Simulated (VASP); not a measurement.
# SnSe (Fm-3m) in VASP: notebook, part 2 of 3

VASP 6.6.1. The steps go on from the part before.

**3. Single point, LDA**

This run uses another cell than the first one, of 24.80 Å³/atom, 0.909 times its volume.

Input file INCAR:

```
  ALGO = Normal
  EDIFF = 1E-7
  ENCUT = 520
  GGA = CA
  ISIF = 2
  ISMEAR = 0
  LASPH = T
  LCHARG = F
  LREAL = F
  LWAVE = F
  NBANDS = 17
  NELM = 60
  PREC = Accurate
  SIGMA = 0.01
```

Input file KPOINTS:

```
k-points
0
Gamma
  8 8 8
```

Input file POSCAR:

```
SnSe
1.0
    0.0000000000      2.9161865026      2.9161865026
    2.9161865026      0.0000000000      2.9161865026
    2.9161865026      2.9161865026      0.0000000000
Sn Se
1 1
Direct
    0.0000000000      0.0000000000      0.0000000000
    0.5000000000      0.5000000000      0.5000000000
```

Potentials or basis: VASP PAW LDA potentials, release 64 (Sn_d, Se).

On the command line:

```console
$ cat potpaw_LDA.64/Sn_d/POTCAR potpaw_LDA.64/Se/POTCAR > POTCAR
$ mpirun -np 1 vasp_std > vasp.out
```

OUTCAR:

```text
EDIFF = 1E-7
   ENCUT = 520
   GGA = CA
   ISIF = 2
   ISMEAR = 0
   LASPH = T
   LREAL = F
   NELM = 60
   PREC = Accurate

 ion  position               nearest neighbor table
   1  0.000  0.000  0.000-   2 2.92   2 2.92   2 2.92   2 2.92   2 2.92   2 2.92
   2  0.500  0.500  0.500-   1 2.92   1 2.92   1 2.92   1 2.92   1 2.92   1 2.92

  LATTYP: Found a face centered cubic cell.
 ALAT       =     5.8323730052

  Lattice vectors:

 A1 = (   0.0000000000,   2.9161865026,   2.9161865026)
 A2 = (   2.9161865026,   0.0000000000,   2.9161865026)
 A3 = (   2.9161865026,   2.9161865026,   0.0000000000)

Analysis of symmetry for initial positions (statically):
=====================================================================
 Subroutine PRICEL returns:
 Original cell was already a primitive cell.

 Routine SETGRP: Setting up the symmetry group for a
 face centered cubic supercell.

 Subroutine GETGRP returns: Found 48 space group operations
 (whereof 48 operations were pure point group operations)
 out of a pool of 48 trial point group operations.

The static configuration has the point symmetry O_h .

Analysis of symmetry for dynamics (positions and initial velocities):
=====================================================================
 Subroutine PRICEL returns:
 Original cell was already a primitive cell.

 Routine SETGRP: Setting up the symmetry group for a
 face centered cubic supercell.

 Subroutine GETGRP returns: Found 48 space group operations
 (whereof 48 operations were pure point group operations)
 out of a pool of 48 trial point group operations.

The dynamic configuration has the point symmetry O_h .

 Subroutine INISYM returns: Found 48 space group operations
 (whereof 48 operations are pure point group operations),
 and found     1 'primitive' translations

----------------------------------------------------------------------------------------

                                     Primitive cell

  volume of cell :      49.5993

  direct lattice vectors                    reciprocal lattice vectors
     0.000000000  2.916186503  2.916186503    -0.171456798  0.171456798  0.171456798
     2.916186503  0.000000000  2.916186503     0.171456798 -0.171456798  0.171456798
     2.916186503  2.916186503  0.000000000     0.171456798  0.171456798 -0.171456798

  length of vectors
     4.124110502  4.124110502  4.124110502     0.296971885  0.296971885  0.296971885

  position of ions in fractional coordinates (direct lattice)
     0.000000000  0.000000000  0.000000000
     0.500000000  0.500000000  0.500000000

  ion indices of the primitive-cell ions
   primitive index   ion index
                 1           1
                 2           2

----------------------------------------------------------------------------------------

 KPOINTS: k-points

Automatic generation of k-mesh.
 Grid dimensions read from file:
 generate k-points for:    8    8    8

 Generating k-lattice:

  Cartesian coordinates                     Fractional coordinates (reciprocal lattice)
    -0.021432100  0.021432100  0.021432100     0.125000000  0.000000000  0.000000000
     0.021432100 -0.021432100  0.021432100     0.000000000  0.125000000  0.000000000
     0.021432100  0.021432100 -0.021432100     0.000000000  0.000000000  0.125000000

  Length of vectors
     0.037121486  0.037121486  0.037121486

  Shift w.r.t. Gamma in fractional coordinates (k-lattice)
     0.000000000  0.000000000  0.000000000

 Subroutine IBZKPT returns following result:
 ===========================================

 Found     29 irreducible k-points:

 Following reciprocal coordinates:
            Coordinates               Weight
  0.000000  0.000000  0.000000      1.000000
  0.125000  0.000000  0.000000      8.000000
  0.250000  0.000000  0.000000      8.000000
  0.375000  0.000000  0.000000      8.000000
  0.500000  0.000000  0.000000      4.000000
  0.125000  0.125000  0.000000      6.000000
[... 16 lines left out ...]
  0.500000  0.250000  0.125000     48.000000
 -0.375000  0.250000  0.125000     24.000000
 [... further k-points ...]
   k-points           NKPTS =     29   k-points in BZ     NKDIM =     29   number of bands    NBANDS=     17
   number of dos      NEDOS =    301   number of ions     NIONS =      2
   total plane-waves  NPLWV =  32768
   dimension x,y,z NGX =    32 NGY =   32 NGZ =   32
   dimension x,y,z NGXF=    64 NGYF=   64 NGZF=   64
   ions per type =               1   1
   NGX,Y,Z   is equivalent  to a cutoff of  12.90, 12.90, 12.90 a.u.
   NGXF,Y,Z  is equivalent  to a cutoff of  25.80, 25.80, 25.80 a.u.
 SYSTEM =  unknown system
   PREC   = accura    normal or accurate (medium, high low for compatibility)
   ISTART =      0    job   : 0-new  1-cont  2-samecut
   ICHARG =      2    charge: 1-file 2-atom 10-const
   ISPIN  =      1    spin polarized calculation?
   LNONCOLLINEAR =      F non collinear calculations
   LSORBIT =      F    spin-orbit coupling
   LASPH  =      T    aspherical Exc in radial PAW
   ENCUT  =  520.0 eV  38.22 Ry    6.18 a.u.   7.67  7.67  7.67*2*pi/ulx,y,z
   NELM   =     60;   NELMIN=  2; NELMDL= -5     # of ELM steps
   EDIFF  = 0.1E-06   stopping-criterion for ELM
   LREAL  =      F    real-space projection
   EDIFFG = 0.1E-05   stopping-criterion for IOM
   NSW    =      0    number of steps for IOM
   IBRION =     -1    ionic relax: 0-MD 1-quasi-New 2-CG
   NFREE  =      0    steps in history (QN), initial steepest desc. (CG)
   ISIF   =      2    stress and relaxation
   ISYM   =      2    0-nonsym 1-usesym 2-fastsym
   POTIM  = 0.5000    time-step for ionic-motion
   TEBEG  =    0.0;   TEEND  =   0.0 temperature during run
   PSTRESS=    0.0 pullay stress
   NELECT =      20.0000    total number of electrons
   NUPDOWN=      -1.0000    fix difference up-down
   EMIN   =  10.00;   EMAX   =-10.00  energy-range for DOS
   EFERMI =   0.00;   METHOD = LEGACY
   ISMEAR =     0;   SIGMA  =   0.01  broadening in eV -4-tet -1-fermi 0-gaus
   EFERMI_NEDOS =   21; number of points for ismear=-14 and -15
   IALGO  =     38    algorithm
   IMIX   =      4    mixing-type and parameters
     AMIX     =   0.40;   BMIX     =  1.00
     AMIX_MAG =   1.60;   BMIX_MAG =  1.00
  volume/ion in A,a.u.               =      24.80       167.36
  Fermi-wavevector in a.u.,A,eV,Ry     =   1.209464  2.285555 19.902638  1.462803
  Thomas-Fermi vector in A             =   2.345040
   LORBIT       =      0    0 simple, 1 ext, 2 COOP (PROOUT), +10 PAW based schemes
   GGA     = CA    functional components
   LHFCALC =     F    Hartree Fock is set to
   AEXX    =    0.0000 exact exchange contribution
   IVDW    =     0    specifies the selected vdW correction
   LEPSILON=     F    determine dielectric tensor
   LRPA    =     F    only Hartree local field effects (RPA)
 non-spin polarized calculation
 Gauss-broadening in eV      SIGMA  =   0.01
  energy-cutoff  :      520.00
  volume of cell :       49.60
 maximum number of plane-waves:      1363
   NGX = 15   NGY = 15   NGZ = 15

 number of electron      19.9999990 magnetization

 Free energy of the ion-electron system (eV)
  ---------------------------------------------------
  ext. energy  EPLUGINS =         0.00000000
  ---------------------------------------------------
  free energy    TOTEN  =        -9.49873644 eV

  energy without entropy =       -9.49873644  energy(sigma->0) =       -9.49873644

 E-fermi :   6.5445     XC(G=0): -10.3093

 val. band max:        6.4884955639   @ k =  -0.2500   0.1250   0.0000
 cond. band min:       7.2091268028   @ k =  -0.3750   0.1250   0.0000
 fundamental gap:      0.7206312388
 Fermi energy:         6.5444718878

 k-point     1 :       0.0000    0.0000    0.0000
  band No.  band energies     occupation
      1     -14.9608      2.00000
      2     -14.9608      2.00000
      3     -14.9541      2.00000
      4     -14.9541      2.00000
      5     -14.9541      2.00000
      6      -8.0107      2.00000
[... 9 lines left out ...]
     16      12.2962      0.00000
     17      14.5256      0.00000

 k-point     2 :       0.1250    0.0000    0.0000
  band No.  band energies     occupation
      1     -14.9622      2.00000
      2     -14.9622      2.00000
      3     -14.9536      2.00000
      4     -14.9517      2.00000
      5     -14.9517      2.00000
      6      -7.8802      2.00000
[... 9 lines left out ...]
     16      12.7052      0.00000
     17      15.8512      0.00000
[... 421 lines left out ...]
 k-point    24 :      -0.3750    0.2500    0.1250
  band No.  band energies     occupation
      1     -14.9833      2.00000
      2     -14.9659      2.00000
      3     -14.9472      2.00000
      4     -14.9413      2.00000
      5     -14.9330      2.00000
      6      -6.6529      2.00000
[... 9 lines left out ...]
     16      17.5965      0.00000
     17      17.6440      0.00000

 [... further k-points ...]
[... 5 lines left out ...]
  --------------------------------------------------------------------------------------
  -------------------------------------------------------------------------------------
  Total        0.6539142      0.6539142      0.6539142      0.0000000      0.0000000     -0.0000000
  in kB       21.1229934     21.1229934     21.1229934      0.0000000      0.0000000     -0.0000000
  external PRESSURE =      21.1229934 kB  Pullay stress =       0.0000000 kB

 VOLUME and BASIS-vectors are now :
 -----------------------------------------------------------------------------
  energy-cutoff  :      520.00
  volume of cell :       49.60
      direct lattice vectors                 reciprocal lattice vectors
     0.000000000  2.916186503  2.916186503    -0.171456798  0.171456798  0.171456798
     2.916186503  0.000000000  2.916186503     0.171456798 -0.171456798  0.171456798
     2.916186503  2.916186503  0.000000000     0.171456798  0.171456798 -0.171456798

 POSITION                                       TOTAL-FORCE (eV/Angst)
 -----------------------------------------------------------------------------------
      0.00000      0.00000      0.00000         0.000000      0.000000      0.000000
      2.91619      2.91619      2.91619        -0.000000     -0.000000     -0.000000
 -----------------------------------------------------------------------------------
    total drift:                                0.000000     -0.000000     -0.000000

  FREE ENERGIE OF THE ION-ELECTRON SYSTEM (eV)
  ---------------------------------------------------
  free  energy   TOTEN  =        -9.4987364450 eV

  energy  without entropy=       -9.4987364450  energy(sigma->0) =       -9.49873644
```

Run time: 11 s. Hardware: 1 thread of Intel Xeon Platinum 8488C (Sapphire Rapids), shared host; peak memory 0.16 GiB.

Results:

```
Free energy            : -9.4987 eV
Pressure               : 2.1 GPa
Band gap on the k mesh : 0.72 eV, indirect (least direct gap 0.92 eV)
```

Caveat: spin-orbit coupling is left out, which moves the levels of the heavy elements. A k mesh can miss the band edges.

**4. Single point, LDA**

This run uses another cell than the first one, of 25.58 Å³/atom, 0.938 times its volume.

Input file INCAR:

```
PREC = Accurate
ENCUT = 520
EDIFF = 1E-6
ISMEAR = 0
SIGMA = 0.02
LREAL = False
LASPH = True
NELM = 100
ALGO = Normal
ISIF = 2
LWAVE = False
LCHARG = False
GGA = CA
NBANDS = 17
```

Input file KPOINTS:

```
regular mesh
0
Gamma
  8 8 8
```

Input file POSCAR:

```
SnSe
1.0
    0.0000000000      2.9466477692      2.9466477692
    2.9466477692      0.0000000000      2.9466477692
    2.9466477692      2.9466477692      0.0000000000
Sn Se
1 1
Direct
    0.0000000000      0.0000000000      0.0000000000
    0.5000000000      0.5000000000      0.5000000000
```

On the command line:

```console
$ cat potpaw_LDA.64/Sn_d/POTCAR potpaw_LDA.64/Se/POTCAR > POTCAR
$ mpirun -np 1 vasp_std > vasp.out
```

Run time: 13 s. Hardware: 1 thread of Intel Xeon Platinum 8488C (Sapphire Rapids), shared host; peak memory 0.16 GiB.

Results (log left out):

```
Free energy            : -9.5097 eV
Pressure               : 0.1 GPa
Band gap on the k mesh : 0.77 eV, indirect (least direct gap 0.92 eV)
```

Levels at points of the mesh, in eV from the valence-band top:
```csv
k point,band 6,band 7,band 8,band 9,band 10,band 11,band 12,band 13,band 14,band 15
"(0.00, 0.00, 0.00)",-14.19,-4.84,-2.23,-2.23,-2.23,4.59,4.59,4.59,5.92,5.92
"(0.50, 0.00, 0.00)",-13.11,-8.32,-1.95,-1.95,-0.01,0.90,1.27,1.27,8.46,10.43
"(0.50, 0.50, 0.00)",-12.76,-6.00,-5.80,-3.81,-3.81,2.90,5.74,5.74,6.42,10.85
```

Caveat: spin-orbit coupling is left out, which moves the levels of the heavy elements.

[end of part 2 of 3]
